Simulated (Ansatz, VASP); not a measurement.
**RhC2: VASP beside Ansatz**

The input INCAR:

```
SYSTEM = RhC2
PREC     = Accurate       ! precision mode
ENCUT    = 520            ! plane-wave cutoff, eV
EDIFF    = 1E-6           ! SCF threshold, eV
ISMEAR   = -5             ! smearing method
SIGMA    = 0.1            ! smearing width, eV
LREAL    = .FALSE.        ! projectors in reciprocal space
LASPH    = .TRUE.         ! aspherical terms in the spheres
NELM     = 80             ! most SCF steps
ALGO     = Normal         ! electronic algorithm
ISIF     = 2              ! what is computed and relaxed
LWAVE    = .FALSE.        ! write WAVECAR
LCHARG   = .FALSE.        ! write CHGCAR
GGA      = PS             ! functional
NBANDS   = 18             ! bands
```

Contents of KPOINTS:

```
regular mesh
0
G
  12 12 12
  0 0 0
```

Contents of POSCAR:

```
RhC2
1.0
    0.0000000000      2.4412493123      2.4412493123
    2.4412493123      0.0000000000      2.4412493123
    2.4412493123      2.4412493123      0.0000000000
Rh C
1 2
Direct
    0.0000000000      0.0000000000      0.0000000000
    0.2500000000      0.2500000000      0.2500000000
    0.7500000000      0.7500000000      0.7500000000
```

Input for Ansatz:

```yaml
crystal:
  lattice:
    - [0.0, 2.4412493123, 2.4412493123]
    - [2.4412493123, 0.0, 2.4412493123]
    - [2.4412493123, 2.4412493123, 0.0]
  atoms:
    - { symbol: Rh, position: [0.0, 0.0, 0.0] }
    - { symbol: C, position: [0.25, 0.25, 0.25] }
    - { symbol: C, position: [0.75, 0.75, 0.75] }
basis:
  ecutwfc: 420
  ecutrho_ratio: 4
kpoints:
  mp_grid: { grid: [12, 12, 12] }
hamiltonian:
  xc: pbesol
scf:
  occupations: { method: tetrahedron }
output:
  forces: true
  stress: true
  write_density: true
  write_potential: true
  elf: true
  volumetric_format: npy
```

Alike in both runs: task single point; functional PBEsol; k mesh 12 × 12 × 12; occupations tetrahedron; no spin polarisation.

```csv
,VASP,Ansatz
version,VASP 6.6.1,Ansatz 0.2.0
potentials or method,"VASP PAW PBE potentials, release 64 (Rh_pv, C), cutoff 520 eV","scalar-relativistic, plane waves, PAW"
valence electrons in the cell,23,25
```

VASP gave:

```
gap on the k mesh at the Fermi level (eV) : none
pressure (GPa)                            : 0.1
```

Problem. What did Ansatz give for the same quantities?

Solution. gap on the k mesh at the Fermi level (eV): none; pressure (GPa): 0.2.

VASP's potentials were made for PBE, not for PBEsol. A gap of «none» marks a metal or a gap that the smearing closes. With one functional, cell and mesh, what is left measures potentials, basis and numerics. VASP's potentials hold 23 valence electrons a cell and Ansatz's 25, so a difference there can come from the potentials and not from the codes. Ansatz's warnings: band table not solved further, tetrahedron derivatives may miss energy slope.
